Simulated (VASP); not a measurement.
# Eu (Im-3m) in VASP: further runs

The runs below take Eu through single point, with PBE.

Program: VASP 6.6.1. These are calculated values, not measurements. Logs are shortened: lines on timing, memory, paths and dates and some standing lists are left out, and cuts for length are marked.

### 1 The cell of the first run

The structure is cubic, space group Im-3m (No. 229). The conventional cell has a = 3.691 Å, b = 3.691 Å, c = 3.691 Å, α = 90.00°, β = 90.00°, γ = 90.00°. Eu (site symmetry m-3m) has 14 Eu at 3.20 to 3.69 Å within 4.2 Å.

### 2 Single point, PBE, collinear spin, ferromagnetic start

Input file INCAR:

```
SYSTEM = Eu
ALGO = Normal
EDIFF = 1E-6
ENCUT = 520
GGA = PE
ISIF = 2
ISMEAR = -1
ISPIN = 2
LASPH = .TRUE.
LCHARG = .FALSE.
LMAXMIX = 6
LORBIT = 11
LREAL = .FALSE.
LWAVE = .FALSE.
MAGMOM = 7
NBANDS = 18
NELM = 150
PREC = Accurate
SIGMA = 0.08
```

Input file KPOINTS:

```
k-points
0
G
  15 15 15
  0 0 0
```

Input file POSCAR:

```
Eu
1.0
   -1.8456897417      1.8456897417      1.8456897417
    1.8456897417     -1.8456897417      1.8456897417
    1.8456897417      1.8456897417     -1.8456897417
Eu
1
Direct
    0.0000000000      0.0000000000      0.0000000000
```

Potentials or basis: VASP PAW PBE potentials, release 64 (Eu).

Run with:

```console
$ cat potpaw_PBE.64/Eu/POTCAR > POTCAR
$ mpirun -np 1 vasp_std > vasp.out
```

OUTCAR:

```text
SYSTEM = Eu
   EDIFF = 1E-6
   ENCUT = 520
   GGA = PE
   ISIF = 2
   ISMEAR = -1
   ISPIN = 2
   LASPH = .TRUE.
   LORBIT = 11
   LREAL = .FALSE.
   NELM = 150
   PREC = Accurate

 ion  position               nearest neighbor table
   1  0.000  0.000  0.000-

  LATTYP: Found a body centered cubic cell.
 ALAT       =     3.6913794834

  Lattice vectors:

 A1 = (  -1.8456897417,   1.8456897417,   1.8456897417)
 A2 = (   1.8456897417,  -1.8456897417,   1.8456897417)
 A3 = (   1.8456897417,   1.8456897417,  -1.8456897417)

Analysis of symmetry for initial positions (statically):
=====================================================================
 Subroutine PRICEL returns:
 Original cell was already a primitive cell.

 Routine SETGRP: Setting up the symmetry group for a
 body centered cubic supercell.

 Subroutine GETGRP returns: Found 48 space group operations
 (whereof 48 operations were pure point group operations)
 out of a pool of 48 trial point group operations.

The static configuration has the point symmetry O_h .

Analysis of symmetry for dynamics (positions and initial velocities):
=====================================================================
 Subroutine PRICEL returns:
 Original cell was already a primitive cell.

 Routine SETGRP: Setting up the symmetry group for a
 body centered cubic supercell.

 Subroutine GETGRP returns: Found 48 space group operations
 (whereof 48 operations were pure point group operations)
 out of a pool of 48 trial point group operations.

The dynamic configuration has the point symmetry O_h .

Analysis of structural, dynamic, and magnetic symmetry:
=====================================================================
 Subroutine PRICEL returns:
 Original cell was already a primitive cell.

 Routine SETGRP: Setting up the symmetry group for a
 body centered cubic supercell.

 Subroutine GETGRP returns: Found 48 space group operations
 (whereof 48 operations were pure point group operations)
 out of a pool of 48 trial point group operations.

The overall configuration has the point symmetry O_h .

 Subroutine INISYM returns: Found 48 space group operations
 (whereof 48 operations are pure point group operations),
 and found     1 'primitive' translations

----------------------------------------------------------------------------------------

                                     Primitive cell

  volume of cell :      25.1499

  direct lattice vectors                    reciprocal lattice vectors
    -1.845689742  1.845689742  1.845689742     0.000000000  0.270901435  0.270901435
     1.845689742 -1.845689742  1.845689742     0.270901435  0.000000000  0.270901435
[... 100 lines left out ...]
   IALGO  =     38    algorithm
   IMIX   =      4    mixing-type and parameters
     AMIX     =   0.40;   BMIX     =  1.00
     AMIX_MAG =   1.60;   BMIX_MAG =  1.00
  volume/ion in A,a.u.               =      25.15       169.72
  Fermi-wavevector in a.u.,A,eV,Ry     =   1.436743  2.715051 28.085563  2.064231
  Thomas-Fermi vector in A             =   2.555898
   LORBIT       =     11    0 simple, 1 ext, 2 COOP (PROOUT), +10 PAW based schemes
   GGA     = PE    functional components
   LHFCALC =     F    Hartree Fock is set to
   AEXX    =    0.0000 exact exchange contribution
   IVDW    =     0    specifies the selected vdW correction
   LEPSILON=     F    determine dielectric tensor
   LRPA    =     F    only Hartree local field effects (RPA)
 spin polarized calculation
  energy-cutoff  :      520.00
  volume of cell :       25.15
 maximum number of plane-waves:       688
   NGX = 11   NGY = 11   NGZ = 11

 number of electron      17.0000006 magnetization       7.1983463

 Free energy of the ion-electron system (eV)
  ---------------------------------------------------
  ext. energy  EPLUGINS =         0.00000000
  ---------------------------------------------------
  free energy    TOTEN  =       -10.84304266 eV

  energy without entropy =      -10.80728507  energy(sigma->0) =      -10.82516387

 E-fermi :   4.4570     XC(G=0): -11.1746

 val. band max:        4.4567057322   @ k =   0.2000   0.2000   0.0667
 cond. band min:       4.4621093292   @ k =   0.4000   0.0667   0.0000
 fundamental gap:      0.0054035970
 Fermi energy:         4.4570340991

 spin component 1

 k-point     1 :       0.0000    0.0000    0.0000
  band No.  band energies     occupation
      1     -37.1021      1.00000
      2     -14.8126      1.00000
      3     -14.8126      1.00000
      4     -14.8126      1.00000
      5      -0.2814      1.00000
      6       3.5715      0.99998
[... 493 lines left out ...]
     17      15.2193      0.00000
     18      15.5402      0.00000

 [... further k-points ...]

 spin component 2

 k-point     1 :       0.0000    0.0000    0.0000
  band No.  band energies     occupation
      1     -34.0637      1.00000
      2     -12.4260      1.00000
      3     -12.4260      1.00000
      4     -12.4260      1.00000
      5       0.9004      1.00000
      6       7.8741      0.00000
[... 493 lines left out ...]
     17      16.8424      0.00000
     18      17.2500      0.00000

 [... further k-points ...]

------------------------ aborting loop because EDIFF is reached ----------------------------------------

  FORCE on cell =-STRESS in cart. coord.  units (eV):
  Direction    XX          YY          ZZ          XY          YZ          ZX
  --------------------------------------------------------------------------------------
  -------------------------------------------------------------------------------------
  Total        2.6752532      2.6752532      2.6752532     -0.0000000     -0.0000000      0.0000000
  in kB      170.4273861    170.4273861    170.4273861     -0.0000000     -0.0000000      0.0000000
  external PRESSURE =     170.4273861 kB  Pullay stress =       0.0000000 kB

 VOLUME and BASIS-vectors are now :
 -----------------------------------------------------------------------------
  energy-cutoff  :      520.00
  volume of cell :       25.15
      direct lattice vectors                 reciprocal lattice vectors
    -1.845689742  1.845689742  1.845689742     0.000000000  0.270901435  0.270901435
     1.845689742 -1.845689742  1.845689742     0.270901435  0.000000000  0.270901435
     1.845689742  1.845689742 -1.845689742     0.270901435  0.270901435  0.000000000

 POSITION                                       TOTAL-FORCE (eV/Angst)
 -----------------------------------------------------------------------------------
      0.00000      0.00000      0.00000         0.000000     -0.000000     -0.000000
 -----------------------------------------------------------------------------------
    total drift:                               -0.000000      0.000000      0.000000

  FREE ENERGIE OF THE ION-ELECTRON SYSTEM (eV)
  ---------------------------------------------------
  free  energy   TOTEN  =       -10.8430426638 eV

  energy  without entropy=      -10.8072850748  energy(sigma->0) =      -10.82516387

 total charge

# of ion       s       p       d       f       tot
--------------------------------------------------
    1        2.116   5.662   0.665   6.508  14.952

 magnetization (x)

# of ion       s       p       d       f       tot
--------------------------------------------------
    1        0.010  -0.071   0.232   6.484   6.655
```

OSZICAR:

```text
N       E                     dE             d eps       ncg     rms          rms(c)
DAV:   1     0.856368296625E+02    0.85637E+02   -0.65895E+03 10900   0.454E+03
DAV:   2     0.279324248940E+01   -0.82844E+02   -0.74125E+02 10534   0.297E+02
DAV:   3    -0.717093048360E+01   -0.99642E+01   -0.96435E+01 12790   0.911E+01
DAV:   4    -0.852880765535E+01   -0.13579E+01   -0.13282E+01 16664   0.243E+01
DAV:   5    -0.859176128615E+01   -0.62954E-01   -0.62798E-01 13912   0.604E+00    0.353E+01
DAV:   6    -0.124158175438E+02   -0.38241E+01   -0.10897E+01 11374   0.108E+02    0.421E+01
DAV:   7    -0.110781975958E+02    0.13376E+01   -0.18543E+00 10780   0.349E+01    0.183E+01
DAV:   8    -0.108299595873E+02    0.24824E+00   -0.14887E+00 12532   0.311E+01    0.133E+01
DAV:   9    -0.108443786864E+02   -0.14419E-01   -0.23064E-01 14578   0.671E+00    0.977E+00
DAV:  10    -0.108532369629E+02   -0.88583E-02   -0.74957E-02 13296   0.554E+00    0.761E+00
DAV:  11    -0.108543887703E+02   -0.11518E-02   -0.93370E-02 12014   0.742E+00    0.374E+00
DAV:  12    -0.108479145125E+02    0.64743E-02   -0.55601E-03 16030   0.152E+00    0.251E+00
DAV:  13    -0.108429760664E+02    0.49384E-02   -0.13585E-02 10458   0.288E+00    0.417E-01
DAV:  14    -0.108432084284E+02   -0.23236E-03   -0.10432E-03 15058   0.664E-01    0.368E-01
DAV:  15    -0.108431086682E+02    0.99760E-04   -0.18855E-04 15156   0.236E-01    0.184E-01
DAV:  16    -0.108430404735E+02    0.68195E-04   -0.14467E-04 13262   0.285E-01    0.363E-02
DAV:  17    -0.108430426289E+02   -0.21554E-05   -0.14693E-05 16314   0.327E-02    0.281E-02
DAV:  18    -0.108430426638E+02   -0.34878E-07   -0.29326E-07  6054   0.442E-03
   1 F= -.10843043E+02 E0= -.10825164E+02  d E =-.357576E-01  mag=     7.1991
```

It took 2.4 min on 1 thread of Oxide Virtual Turin-like, shared host; peak memory 0.19 GiB.

Results:

- Free energy: -10.8430 eV
- Pressure: 17.0 GPa
- Net moment: 7.20 μB per cell
- Site moments: Eu +6.66 μB
- Valence electrons inside the program's atomic spheres: Eu 14.95

Caveat: the cell stands under pressure; spin-orbit coupling is left out, which moves the levels of the heavy elements; semilocal functionals describe open f shells poorly, which spoils levels, moments and volumes. The state reached can hang on the start; a lower one may exist.

### 3 Single point, PBE, collinear spin, ferromagnetic start

This run uses another cell than the first one, of 25.21 Å³/atom.

Input file INCAR:

```
SYSTEM = Eu
  PREC = Accurate
  ENCUT = 520
  EDIFF = 1E-7
  ISMEAR = -1
  SIGMA = 0.08
  LREAL = .False.
  LASPH = .True.
  NELM = 150
  ALGO = Normal
  ISIF = 2
  LWAVE = .False.
  LCHARG = .False.
  ISPIN = 2
  MAGMOM = 7
  LORBIT = 11
  LMAXMIX = 6
  GGA = PE
  NBANDS = 18
```

Input file KPOINTS:

```
Automatic mesh
0
Gamma
  15 15 15
  0 0 0
```

Input file POSCAR:

```
Eu
1.0
   -1.8470514255      1.8470514255      1.8470514255
    1.8470514255     -1.8470514255      1.8470514255
    1.8470514255      1.8470514255     -1.8470514255
Eu
1
Direct
    0.0000000000      0.0000000000      0.0000000000
```

Potentials or basis: VASP PAW PBE potentials, release 64 (Eu).

Run with:

```console
$ cat potpaw_PBE.64/Eu/POTCAR > POTCAR
$ mpirun -np 1 vasp_std > vasp.out
```

Wall time 3 min (1 thread of Oxide Virtual Turin-like, shared host); peak memory 0.2 GiB.

Results (log left out):

```yaml
Free_energy: -10.8490 eV
Pressure: 16.9 GPa
Net_moment: 7.20 μB per cell
Site_moments: Eu +6.65 μB
Valence_electrons_inside_the_program's_atomic_spheres: Eu 14.95
```

Levels at points of the mesh, in eV from the Fermi level:
Spin up:
| k point | band 10 | band 11 | band 12 | band 13 | band 14 | band 15 |
| --- | --- | --- | --- | --- | --- | --- |
| (0.00, 0.00, 0.00) | -0.42 | -0.42 | -0.31 | 2.10 | 2.10 | 2.10 |
Spin down:
| k point | band 3 | band 4 | band 5 | band 6 | band 7 | band 8 |
| --- | --- | --- | --- | --- | --- | --- |
| (0.00, 0.00, 0.00) | -16.89 | -16.89 | -3.56 | 3.41 | 3.41 | 3.41 |

Caveat: the cell stands under pressure; spin-orbit coupling is left out, which moves the levels of the heavy elements; semilocal functionals describe open f shells poorly, which spoils levels, moments and volumes. The state reached can hang on the start; a lower one may exist.
